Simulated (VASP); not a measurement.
Set up this calculation in VASP 6.6.1, as the native input.

| Quantity | Value |
| --- | --- |
| Task | single point |
| Functional | r2SCAN |
| Potentials or basis | VASP PAW PBE potentials, release 64 (Na_pv, S) |
| Cutoff | 550 eV |
| k mesh | 6 × 6 × 6 |
| Occupations | gaussian, width 0.01 eV |
| Spin | no spin polarisation |
| Dipole correction | no |
| Further INCAR settings | ALGO = Normal; EDIFF = 1e-06; NBANDS = 17 |

Na2S:

```
Na S
1.0
     3.03803    3.03803    0.00000
    -3.03803    3.03803    0.00000
     0.00000    3.03803    3.03803
Na S
2 1
Direct
  0.25000 0.75000 0.50000
  0.75000 0.25000 0.50000
  0.00000 0.00000 0.00000
```

These files were run (other wordings do the same):

POSCAR

```
Na2S
1.0
    3.0380285626      3.0380285626      0.0000000000
   -3.0380285626      3.0380285626      0.0000000000
    0.0000000000      3.0380285626      3.0380285626
Na S
2 1
Direct
    0.2500000000      0.7500000000      0.5000000000
    0.7500000000      0.2500000000      0.5000000000
    0.0000000000      0.0000000000      0.0000000000
```

INCAR.step1

```
  PREC = Accurate
  ENCUT = 550
  ISMEAR = 0
  SIGMA = 0.01
  LREAL = False
  LASPH = True
  NELM = 120
  NBANDS = 17
  GGA = PE
  ALGO = Normal
  EDIFF = 1E-5
  LWAVE = True
  LCHARG = False
  GGA_COMPAT = False
```

INCAR.step2

```
  PREC = Accurate
  ENCUT = 550
  EDIFF = 1E-6
  ISMEAR = 0
  SIGMA = 0.01
  LREAL = False
  LASPH = True
  NELM = 120
  ALGO = Normal
  ISIF = 2
  LWAVE = False
  LCHARG = True
  METAGGA = R2SCAN
  LMIXTAU = True
  LELF = True
  LVHAR = True
  NBANDS = 17
  ISTART = 1
  GGA_COMPAT = False
```

KPOINTS

```
Automatic mesh
0
Gamma
  6 6 6
```

Potentials or basis: VASP PAW PBE potentials, release 64 (Na_pv, S).

The run is started by

```sh
$ cat potpaw_PBE.64/Na_pv/POTCAR potpaw_PBE.64/S/POTCAR > POTCAR
$ cp INCAR.step1 INCAR
$ mpirun -np 1 vasp_std > vasp.out
$ cp INCAR.step2 INCAR
$ mpirun -np 1 vasp_std > vasp.out
```

Results of the run:

The pressure is 9.9 GPa and the band gap on the k mesh is 3.93 eV.

Caveat: the cell stands under pressure; the PAW data sets were made with another functional, which shifts forces and pressure a little.

Wall time 2 min on 1 thread of Intel Xeon 8259CL, on a shared host, peak memory 0.21 GiB.
